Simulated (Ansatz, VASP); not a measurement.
# One calculation of TaN, two programs

File INCAR:

```
  PREC = Accurate
  ENCUT = 520
  EDIFF = 1E-8
  ISMEAR = -1
  SIGMA = 0.03
  LREAL = F
  LASPH = T
  NELM = 60
  ALGO = Normal
  ISIF = 2
  LWAVE = F
  LCHARG = F
  GGA = CA
  LEFG = T
  NBANDS = 33
```

Contents of KPOINTS:

```
Automatic mesh
0
Gamma
  5 5 8
```

File POSCAR:

```
TaN
1.0
    5.1849992558     -0.0777749888     -0.0777749888
   -2.6598547440      4.5292285685     -0.0284676217
   -0.0436200000     -0.0436200000      2.9080000000
Ta N
3 3
Direct
    0.0000000000      0.0000000000      0.0000000000
    0.3333333333      0.6666666667      0.5000000000
    0.6666666667      0.3333333333      0.5000000000
    0.5000000000      0.0000000000      0.0000000000
    0.5000000000      0.5000000000      0.0000000000
    0.0000000000      0.5000000000      0.0000000000
```

Input for Ansatz:

```yaml
crystal:
  lattice:
    - [5.1849992558, -0.0777749888, -0.0777749888]
    - [-2.659854744, 4.5292285685, -0.0284676217]
    - [-0.04362, -0.04362, 2.908]
  atoms:
    - { symbol: Ta, position: [0.0, 0.0, 0.0] }
    - { symbol: Ta, position: [0.3333333333, 0.6666666667, 0.5] }
    - { symbol: Ta, position: [0.6666666667, 0.3333333333, 0.5] }
    - { symbol: "N", position: [0.5, 0.0, 0.0] }
    - { symbol: "N", position: [0.5, 0.5, 0.0] }
    - { symbol: "N", position: [0.0, 0.5, 0.0] }
kpoints:
  mp_grid: { grid: [5, 5, 8] }
scf:
  occupations: { method: fermi_dirac, width: 0.03 }
hamiltonian:
  xc: lda
  pseudopotentials: { kind: all_electron, datasets: crystal }
output:
  forces: true
  stress: true
  eigenvalues: true
  efg: { contact_densities: true }
```

Change from the starting cell: equal xy, yz and zx shear strains of -3 %, crystal datasets.

Alike in both runs: task electric field gradients; functional LDA; k mesh 5 × 5 × 8; occupations fermi-dirac, width 0.03 eV; no spin polarisation.

```csv
,VASP,Ansatz
version,VASP 6.6.1,Ansatz 0.2.0
potentials or method,"VASP PAW LDA potentials, release 64 (Ta_pv, N), cutoff 520 eV","all-electron PAW with datasets made for the crystal, scalar-relativistic"
```

VASP gave:

| Quantity | Value |
| --- | --- |
| pressure (GPa) | -2.1 |
| traceless stress, the component that is largest in VASP (GPa) | 6.40 |
| rms of the force components (eV/Å) | 0.164 |
| size of Vzz on the site where it differs most (V/Å²) | 339.8 |

Problem. What did Ansatz give for the same quantities?

Solution. Pressure (GPa): -3.9; traceless stress, the component that is largest in VASP (GPa): 6.26; rms of the force components (eV/Å): 0.159; size of Vzz on the site where it differs most (V/Å²): 458.6.

LDA's correlation is that of Perdew and Zunger in VASP and of Perdew and Wang (1992) in Ansatz. Atom by atom the forces differ by 0.006 eV/Å (rms over components). Ansatz ran all-electron here, and VASP with PAW potentials.

Neither program's run includes spin-orbit coupling.
